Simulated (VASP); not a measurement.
# Li3S2 (Pmna) in VASP: a series of runs

Runs on Li3S2. Level: PBE. Tasks: single point, relaxation of cell and atoms.

Everything below comes from runs of VASP 6.6.1. Logs are shortened: lines on timing, memory, paths and dates and some standing lists are left out, and cuts for length are marked.

## Step 1: The cell of the first run

Symmetry: Pmna, No. 53, orthorhombic system. The conventional cell has a = 5.777 Å, b = 7.416 Å, c = 4.141 Å, α = 90.00°, β = 90.00°, γ = 90.00°. Li (site symmetry 2) has 2 S at 2.05 Å and 3 Li at 2.10 to 2.52 Å within 2.7 Å. Within 3.5 Å of Li (site symmetry 2/m) lie 4 S at 2.63 Å. S (site symmetry 2) has 4 Li at 2.05 to 2.63 Å within 2.7 Å.

## Step 2: Single point, PBE

Contents of INCAR:

```
PREC = Accurate
ENCUT = 520
EDIFF = 1E-6
ISMEAR = 0
SIGMA = 0.1
LREAL = False
LASPH = True
NELM = 60
ALGO = Normal
ISIF = 2
LWAVE = False
LCHARG = False
GGA = PE
NBANDS = 32
```

Contents of KPOINTS:

```
Automatic mesh
0
Gamma
  4 4 4
```

Contents of POSCAR:

```
Li3S2
1.0
    5.7770369400      0.0000000000      0.0000000000
    0.0000000000      7.4158007400      0.0000000000
    0.0000000000      0.0000000000      4.1405577800
Li S
6 4
Direct
    0.2177483100      0.5000000000      0.0000000000
    0.2822516900      0.5000000000      0.5000000000
    0.7822516900      0.5000000000      0.0000000000
    0.7177483100      0.5000000000      0.5000000000
    0.0000000000      0.0000000000      0.0000000000
    0.5000000000      0.0000000000      0.5000000000
    0.2500000000      0.2622026100      0.2500000000
    0.2500000000      0.7377973900      0.7500000000
    0.7500000000      0.7377973900      0.7500000000
    0.7500000000      0.2622026100      0.2500000000
```

Potentials or basis: VASP PAW PBE potentials, release 64 (Li_sv, S).

Launch:

```bash
> cat potpaw_PBE.64/Li_sv/POTCAR potpaw_PBE.64/S/POTCAR > POTCAR
> mpirun -np 1 vasp_std > vasp.out
```

OUTCAR:

```text
PREC = Accurate
   ENCUT = 520
   EDIFF = 1E-6
   ISMEAR = 0
   LREAL = False
   LASPH = True
   NELM = 60
   ISIF = 2
   GGA = PE

 ion  position               nearest neighbor table
   1  0.218  0.500  0.000-   7 2.05   8 2.05   2 2.10   2 2.10   3 2.52
   2  0.282  0.500  0.500-   7 2.05   8 2.05   1 2.10   1 2.10   4 2.52
   3  0.782  0.500  0.000-   9 2.05  10 2.05   4 2.10   4 2.10   1 2.52
   4  0.718  0.500  0.500-   9 2.05  10 2.05   3 2.10   3 2.10   2 2.52
   5  0.000  0.000  0.000-   7 2.63   8 2.63   9 2.63  10 2.63
   6  0.500  0.000  0.500-   7 2.63   8 2.63   9 2.63  10 2.63
   7  0.250  0.262  0.250-   1 2.05   2 2.05   5 2.63   6 2.63
   8  0.250  0.738  0.750-   1 2.05   2 2.05   5 2.63   6 2.63
   9  0.750  0.738  0.750-   3 2.05   4 2.05   5 2.63   6 2.63
  10  0.750  0.262  0.250-   3 2.05   4 2.05   5 2.63   6 2.63

  LATTYP: Found a simple orthorhombic cell.
 ALAT       =     4.1405577800
 B/A-ratio  =     1.3952315719
 C/A-ratio  =     1.7910149149

  Lattice vectors:

 A1 = (   0.0000000000,   0.0000000000,   4.1405577800)
 A2 = (   5.7770369400,   0.0000000000,   0.0000000000)
 A3 = (   0.0000000000,   7.4158007400,   0.0000000000)

Analysis of symmetry for initial positions (statically):
=====================================================================
 Subroutine PRICEL returns:
 Original cell was already a primitive cell.

 Routine SETGRP: Setting up the symmetry group for a
 simple orthorhombic supercell.

 Subroutine GETGRP returns: Found  8 space group operations
 (whereof  4 operations were pure point group operations)
 out of a pool of  8 trial point group operations.

The static configuration has the point symmetry C_2h.
 The point group associated with its full space group is D_2h.

Analysis of symmetry for dynamics (positions and initial velocities):
=====================================================================
 Subroutine PRICEL returns:
 Original cell was already a primitive cell.

 Routine SETGRP: Setting up the symmetry group for a
 simple orthorhombic supercell.

 Subroutine GETGRP returns: Found  8 space group operations
 (whereof  4 operations were pure point group operations)
 out of a pool of  8 trial point group operations.

The dynamic configuration has the point symmetry C_2h.
 The point group associated with its full space group is D_2h.
[... 115 lines left out ...]
   EDIFF  = 0.1E-05   stopping-criterion for ELM
   LREAL  =      F    real-space projection
   EDIFFG = 0.1E-04   stopping-criterion for IOM
   NSW    =      0    number of steps for IOM
   IBRION =     -1    ionic relax: 0-MD 1-quasi-New 2-CG
   NFREE  =      0    steps in history (QN), initial steepest desc. (CG)
   ISIF   =      2    stress and relaxation
   ISYM   =      2    0-nonsym 1-usesym 2-fastsym
   POTIM  = 0.5000    time-step for ionic-motion
   TEBEG  =    0.0;   TEEND  =   0.0 temperature during run
   PSTRESS=    0.0 pullay stress
   NELECT =      42.0000    total number of electrons
   NUPDOWN=      -1.0000    fix difference up-down
   EMIN   =  10.00;   EMAX   =-10.00  energy-range for DOS
   EFERMI =   0.00;   METHOD = LEGACY
   ISMEAR =     0;   SIGMA  =   0.10  broadening in eV -4-tet -1-fermi 0-gaus
   EFERMI_NEDOS =   21; number of points for ismear=-14 and -15
   IALGO  =     38    algorithm
   IMIX   =      4    mixing-type and parameters
     AMIX     =   0.40;   BMIX     =  1.00
     AMIX_MAG =   1.60;   BMIX_MAG =  1.00
  volume/ion in A,a.u.               =      17.74       119.71
  Fermi-wavevector in a.u.,A,eV,Ry     =   1.012785  1.913886 13.955950  1.025733
  Thomas-Fermi vector in A             =   2.145915
   LORBIT       =      0    0 simple, 1 ext, 2 COOP (PROOUT), +10 PAW based schemes
   GGA     = PE    functional components
   LHFCALC =     F    Hartree Fock is set to
   AEXX    =    0.0000 exact exchange contribution
   IVDW    =     0    specifies the selected vdW correction
   LEPSILON=     F    determine dielectric tensor
   LRPA    =     F    only Hartree local field effects (RPA)
 non-spin polarized calculation
 Gauss-broadening in eV      SIGMA  =   0.10
  energy-cutoff  :      520.00
  volume of cell :      177.39
 maximum number of plane-waves:      4800
 NGX is ok and might be reduce to    48
   NGX = 21   NGY = 27   NGZ = 15

 number of electron      41.9999952 magnetization

 Free energy of the ion-electron system (eV)
  ---------------------------------------------------
  ext. energy  EPLUGINS =         0.00000000
  ---------------------------------------------------
  free energy    TOTEN  =       -32.40712670 eV

  energy without entropy =      -32.38488262  energy(sigma->0) =      -32.39600466

 E-fermi :   2.8733     XC(G=0):  -8.0817

 val. band max:        2.7055062447   @ k =   0.2500   0.5000   0.2500
 cond. band min:       2.8956567650   @ k =   0.2500   0.0000   0.5000
 fundamental gap:      0.1901505203
 Fermi energy:         2.8733045222

 k-point     1 :       0.0000    0.0000    0.0000
  band No.  band energies     occupation
      1     -43.9825      2.00000
      2     -43.9807      2.00000
      3     -43.8113      2.00000
      4     -43.7842      2.00000
      5     -43.5755      2.00000
      6     -43.5524      2.00000
[... 829 lines left out ...]
     31       9.6281      0.00000
     32       9.6282      0.00000

 [... further k-points ...]
[... 5 lines left out ...]
  --------------------------------------------------------------------------------------
  -------------------------------------------------------------------------------------
  Total        5.8295362      6.9664191     14.2190078      0.0000000      0.0000000      0.0000000
  in kB       52.6529295     62.9213646    128.4274412      0.0000000      0.0000000      0.0000000
  external PRESSURE =      81.3339117 kB  Pullay stress =       0.0000000 kB

 VOLUME and BASIS-vectors are now :
 -----------------------------------------------------------------------------
  energy-cutoff  :      520.00
  volume of cell :      177.39
      direct lattice vectors                 reciprocal lattice vectors
     5.777036940  0.000000000  0.000000000     0.173099118  0.000000000  0.000000000
     0.000000000  7.415800740  0.000000000     0.000000000  0.134847205  0.000000000
     0.000000000  0.000000000  4.140557780     0.000000000  0.000000000  0.241513355

 POSITION                                       TOTAL-FORCE (eV/Angst)
 -----------------------------------------------------------------------------------
      1.25794      3.70790      0.00000        -0.286706     -0.000000      0.000000
      1.63058      3.70790      2.07028         0.286706     -0.000000     -0.000000
      4.51910      3.70790      0.00000         0.286706     -0.000000     -0.000000
      4.14646      3.70790      2.07028        -0.286706     -0.000000      0.000000
      0.00000      0.00000      0.00000         0.000000     -0.000000      0.000000
      2.88852      0.00000      2.07028         0.000000     -0.000000      0.000000
      1.44426      1.94444      1.03514         0.000000     -2.148400      0.000000
      1.44426      5.47136      3.10542        -0.000000      2.148400     -0.000000
      4.33278      5.47136      3.10542        -0.000000      2.148400      0.000000
      4.33278      1.94444      1.03514         0.000000     -2.148400      0.000000
 -----------------------------------------------------------------------------------
    total drift:                                0.000000     -0.000000      0.000000

  FREE ENERGIE OF THE ION-ELECTRON SYSTEM (eV)
  ---------------------------------------------------
  free  energy   TOTEN  =       -32.4071266996 eV

  energy  without entropy=      -32.3848826219  energy(sigma->0) =      -32.39600466
```

OSZICAR:

```text
N       E                     dE             d eps       ncg     rms          rms(c)
DAV:   1     0.290407062071E+03    0.29041E+03   -0.16877E+04  1728   0.129E+03
DAV:   2     0.105949833716E+02   -0.27981E+03   -0.26291E+03  1984   0.304E+02
DAV:   3    -0.278355893781E+02   -0.38431E+02   -0.37992E+02  2672   0.878E+01
DAV:   4    -0.341742916241E+02   -0.63387E+01   -0.62554E+01  3128   0.355E+01
DAV:   5    -0.346987014440E+02   -0.52441E+00   -0.52431E+00  2616   0.813E+00    0.106E+01
DAV:   6    -0.326045251858E+02    0.20942E+01   -0.31921E+00  2048   0.705E+00    0.648E+00
DAV:   7    -0.323542875119E+02    0.25024E+00   -0.20557E+00  2192   0.506E+00    0.357E+00
DAV:   8    -0.323924943961E+02   -0.38207E-01   -0.27733E-01  2360   0.202E+00    0.155E+00
DAV:   9    -0.324021745153E+02   -0.96801E-02   -0.16888E-02  2320   0.577E-01    0.602E-01
DAV:  10    -0.324060992342E+02   -0.39247E-02   -0.15590E-02  1992   0.545E-01    0.722E-02
DAV:  11    -0.324069016104E+02   -0.80238E-03   -0.25849E-03  2240   0.227E-01    0.241E-01
DAV:  12    -0.324071253566E+02   -0.22375E-03   -0.50325E-04  2192   0.982E-02    0.176E-01
DAV:  13    -0.324071221528E+02    0.32039E-05   -0.95346E-05  2280   0.443E-02    0.546E-02
DAV:  14    -0.324071263707E+02   -0.42180E-05   -0.10672E-05  2424   0.136E-02    0.217E-02
DAV:  15    -0.324071266996E+02   -0.32884E-06   -0.24601E-06  1928   0.658E-03
   1 F= -.32407127E+02 E0= -.32396005E+02  d E =-.222441E-01
```

Run time: 82 s. Hardware: 1 thread of Intel Xeon 6975P-C (Granite Rapids), shared host; peak memory 0.34 GiB.

What came out:

```yaml
Free_energy: -32.4071 eV
Largest_force: 2.148 eV/Å
Band_gap_on_the_k_mesh: zero (band 21 reaches 4.19 eV, above the bottom of band 22 at 0.72 eV)
```

Forces on the atoms (eV/Å):
```
Li  -0.287  0.000  0.000
Li   0.287  0.000  0.000
Li   0.287  0.000  0.000
Li  -0.287  0.000  0.000
Li   0.000  0.000  0.000
Li   0.000  0.000  0.000
S    0.000 -2.148  0.000
S    0.000  2.148  0.000
S    0.000  2.148  0.000
S    0.000 -2.148  0.000
```

Caveat: the k points lie up to 0.38 Å⁻¹ apart; the cutoff is under 1.25 times the usual one of these potentials, so pressure, stress and relaxed cells hold a basis-set (Pulay) error; forces of over 1 eV/Å act on the atoms, so gaps and moduli don't describe the material at rest.

## Step 3: Relaxation of cell and atoms, PBE

Contents of INCAR:

```
PREC     = Accurate       # precision mode
ENCUT    = 600            # plane-wave cutoff, eV
EDIFF    = 1E-7           # SCF threshold, eV
ISMEAR   = 0              # smearing method
SIGMA    = 0.1            # smearing width, eV
LREAL    = False          # projectors in reciprocal space
LASPH    = True           # aspherical terms in the spheres
NELM     = 60             # most SCF steps
ALGO     = Normal         # electronic algorithm
ISIF     = 3              # what is computed and relaxed
LWAVE    = False          # write WAVECAR
LCHARG   = False          # write CHGCAR
GGA      = PE             # functional
IBRION   = 2              # ionic algorithm
NSW      = 90             # ionic steps
EDIFFG   = -0.04          # ionic threshold
```

Contents of KPOINTS:

```
regular mesh
0
Gamma
  4 4 4
```

POSCAR is that of step 2.

Potentials or basis: VASP PAW PBE potentials, release 64 (Li_sv, S).

Launch:

```bash
> cat potpaw_PBE.64/Li_sv/POTCAR potpaw_PBE.64/S/POTCAR > POTCAR
> mpirun -np 1 vasp_std > vasp.out
```

Run time: 16 min. Hardware: 1 thread of Intel Xeon 6975P-C (Granite Rapids), shared host; peak memory 0.37 GiB.

Results (log left out):

```yaml
Free_energy: -35.0018 eV
Relaxed_volume: 21.36 Å³/atom
Relaxed_cell: a = 6.104 Å, b = 6.447 Å, c = 5.429 Å, α = 90.00°, β = 90.00°, γ = 90.00°
Space_group_after_relaxing_to_0.05_Å: Pmna (No. 53)
Energy_gained_by_relaxing: 259.2 meV/atom
Ionic_steps: 16
Pressure_after_relaxing: 0.0 GPa
Largest_force_after_relaxing: 0.029 eV/Å
Band_gap_on_the_k_mesh: zero (band 21 reaches 2.52 eV, above the bottom of band 22 at -0.22 eV)
```

Forces in eV/Å, atoms in the order of the input:
```
Li   0.001  0.000  0.000
Li  -0.001  0.000  0.000
Li  -0.001  0.000  0.000
Li   0.001  0.000  0.000
Li   0.000  0.000  0.000
Li   0.000  0.000  0.000
S    0.000  0.029  0.000
S    0.000 -0.029  0.000
S    0.000 -0.029  0.000
S    0.000  0.029  0.000
```

The path:
| step | energy change (eV) | largest force (eV/Å) | pressure (GPa) | volume (Å³) |
| --- | --- | --- | --- | --- |
| 1 | 0.0000 | 2.1456 | 8.10 | 177.39 |
| 2 | -1.1986 | 0.0525 | 0.71 | 201.34 |
| 3 | -1.2294 | 0.3274 | -0.58 | 208.16 |
| 4 | -1.8493 | 0.1586 | -0.76 | 215.38 |
| 5 | -2.2972 | 0.1879 | -0.96 | 226.20 |
| 6 | -2.3005 | 0.1897 | -0.98 | 226.83 |
| 7 | -2.3969 | 0.2237 | -0.54 | 221.09 |
| 8 | -2.4606 | 0.2704 | 0.25 | 212.71 |
| 9 | -2.4611 | 0.2759 | 0.37 | 211.63 |
| 10 | -2.4957 | 0.2404 | 0.21 | 212.34 |
| 11 | -2.5520 | 0.1626 | -0.31 | 214.37 |
| 12 | -2.5725 | 0.0952 | 0.39 | 211.82 |
| 13 | -2.5735 | 0.0897 | 0.26 | 212.27 |
| 14 | -2.5846 | 0.0548 | 0.07 | 213.55 |
| 15 | -2.5893 | 0.0169 | -0.15 | 215.04 |
| 16 | -2.5920 | 0.0289 | 0.00 | 213.63 |

Final structure:
```
CELL_PARAMETERS angstrom
6.10405 0.00000 0.00000
0.00000 6.44664 0.00000
0.00000 0.00000 5.42877
ATOMIC_POSITIONS crystal
Li 0.25942 0.50000 0.00000
Li 0.24058 0.50000 0.50000
Li 0.74058 0.50000 0.00000
Li 0.75942 0.50000 0.50000
Li 0.00000 0.00000 0.00000
Li 0.50000 0.00000 0.50000
S 0.25000 0.22651 0.25000
S 0.25000 0.77349 0.75000
S 0.75000 0.77349 0.75000
S 0.75000 0.22651 0.25000
```

Levels at points of the mesh, in eV from the Fermi level:
```tsv
k point	band 19	band 20	band 21	band 22	band 23	band 24
(0.00, 0.00, 0.00)	-1.66	-1.39	0.91	0.93	1.16	1.41
(0.50, 0.00, 0.00)	-1.97	-1.97	-1.56	-1.56	1.88	1.88
(0.00, 0.50, 0.00)	-1.43	-1.15	1.01	1.05	1.80	2.14
(0.50, 0.50, 0.00)	-1.74	-1.74	-1.66	-1.66	2.66	2.66
(0.00, 0.00, 0.50)	-1.40	-1.40	1.04	1.04	2.61	2.61
(0.50, 0.00, 0.50)	-1.93	-1.93	-1.62	-1.62	3.19	3.19
(0.00, 0.50, 0.50)	-1.39	-1.39	1.04	1.04	2.27	2.27
(0.50, 0.50, 0.50)	-1.76	-1.76	-1.70	-1.70	3.09	3.09
```

Caveat: the k points lie up to 0.29 Å⁻¹ apart in the final cell; the cutoff is under 1.25 times the usual one of these potentials, so pressure, stress and relaxed cells hold a basis-set (Pulay) error; the volume moved by over 15 % at a fixed basis, so the end points are rough.
